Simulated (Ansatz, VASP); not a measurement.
**Cd in VASP and in Ansatz**

File INCAR:

```
SYSTEM = Cd
PREC = Accurate
ENCUT = 520
EDIFF = 1E-6
ISMEAR = 0
SIGMA = 0.05
LREAL = .FALSE.
LASPH = .TRUE.
NELM = 60
ALGO = Normal
ISIF = 2
LWAVE = .FALSE.
LCHARG = .FALSE.
GGA = PE
NBANDS = 19
```

File KPOINTS:

```
regular mesh
0
G
  15 15 6
  0 0 0
```

File POSCAR:

```
Cd
1.0
    3.0372940483      0.0000000000      0.0000000000
   -1.5186470242      2.6303738046      0.0000000000
    0.0000000000      0.0000000000      5.7278279719
Cd
2
Direct
    0.3333333333      0.6666666667      0.2500000000
    0.6666666667      0.3333333333      0.7500000000
```

Input for Ansatz:

```yaml
crystal:
  lattice:
    - [3.0372940483, 0.0, 0.0]
    - [-1.5186470242, 2.6303738046, 0.0]
    - [0.0, 0.0, 5.7278279719]
  atoms:
    - { symbol: Cd, position: [0.3333333333, 0.6666666667, 0.25] }
    - { symbol: Cd, position: [0.6666666667, 0.3333333333, 0.75] }
basis:
  ecutwfc: 420
  fft_grid_basis: typed
kpoints:
  mp_grid: { grid: [15, 15, 6] }
hamiltonian:
  xc: pbe
scf:
  occupations: { method: gaussian, width: 0.05 }
output:
  forces: true
  stress: true
  eigenvalues: true
  bader: true
  write_density: true
  volumetric_format: npy
  elf: true
```

Alike in both runs: task single point; functional PBE; k mesh 15 × 15 × 6; occupations gaussian, width 0.05 eV; no spin polarisation.

|  | VASP | Ansatz |
| --- | --- | --- |
| version | VASP 6.6.1 | Ansatz 0.2.0 |
| potentials or method | VASP PAW PBE potentials, release 64 (Cd), cutoff 520 eV | scalar-relativistic, plane waves, PAW |
| valence electrons in the cell | 24 | 40 |

VASP gave:

```
gap on the k mesh at the Fermi level (eV)                     : none
pressure (GPa)                                                : 0.1
traceless stress, the component that is largest in VASP (GPa) : 0.76
```

Estimate Ansatz's values.

gap on the k mesh at the Fermi level (eV): none; pressure (GPa): -0.2; traceless stress, the component that is largest in VASP (GPa): 0.88.

A gap of «none» marks a metal or a gap that the smearing closes. VASP's potentials hold 24 valence electrons a cell and Ansatz's 40, so a difference there can come from the potentials and not from the codes.
